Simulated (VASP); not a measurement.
Wanted: the native input for a VASP 6.6.1 run.

```yaml
Task: single point
Functional: LDA
Potentials_or_basis: VASP PAW LDA potentials, release 64 (Sn_d, O)
Cutoff: 520 eV
k_mesh: 6 × 4 × 6
Occupations: gaussian, width 0.01 eV
Spin: no spin polarisation
Dipole_correction: no
Further_INCAR_settings: ALGO = Normal; EDIFF = 1e-06; NBANDS = 35
```

The structure of SnO2 lies in POSCAR:

```
SnO2
1.0
    4.7880040000      0.0000000000      0.0000000000
    0.0000000000      4.8665820000      0.0000000000
    0.0000000000      0.0000000000      3.2408980000
Sn O
2 4
Direct
    0.5000000000      0.5000000000      0.5000000000
    0.0000000000      0.0000000000      0.0000000000
    0.2918550000      0.3210420000      0.0000000000
    0.7918550000      0.1789580000      0.5000000000
    0.2081450000      0.8210420000      0.5000000000
    0.7081450000      0.6789580000      0.0000000000
```

One way to write it, as run:

INCAR

```
SYSTEM = SnO2
  PREC = Accurate
  ENCUT = 520
  EDIFF = 1E-6
  ISMEAR = 0
  SIGMA = 0.01
  LREAL = .FALSE.
  LASPH = .TRUE.
  NELM = 60
  ALGO = Normal
  ISIF = 2
  LWAVE = .FALSE.
  LCHARG = .FALSE.
  GGA = CA
  NBANDS = 35
```

KPOINTS

```
Automatic mesh
0
G
  6 4 6
  0 0 0
```

Potentials or basis: VASP PAW LDA potentials, release 64 (Sn_d, O).

Launch:

```bash
$ cat potpaw_LDA.64/Sn_d/POTCAR potpaw_LDA.64/O/POTCAR > POTCAR
$ mpirun -np 1 vasp_std > vasp.out
```

Results of the run:

| Property | Result |
| --- | --- |
| Pressure | -10.4 GPa |
| Largest force | 0.151 eV/Å |
| Band gap on the k mesh | 0.70 eV, direct |

Caveat: spin-orbit coupling is left out, which moves the levels of the heavy elements.

Run time: 46 s on 1 thread of Intel(R) Xeon(R) 6975P-C (Granite Rapids), on a shared host, peak memory 0.22 GiB.
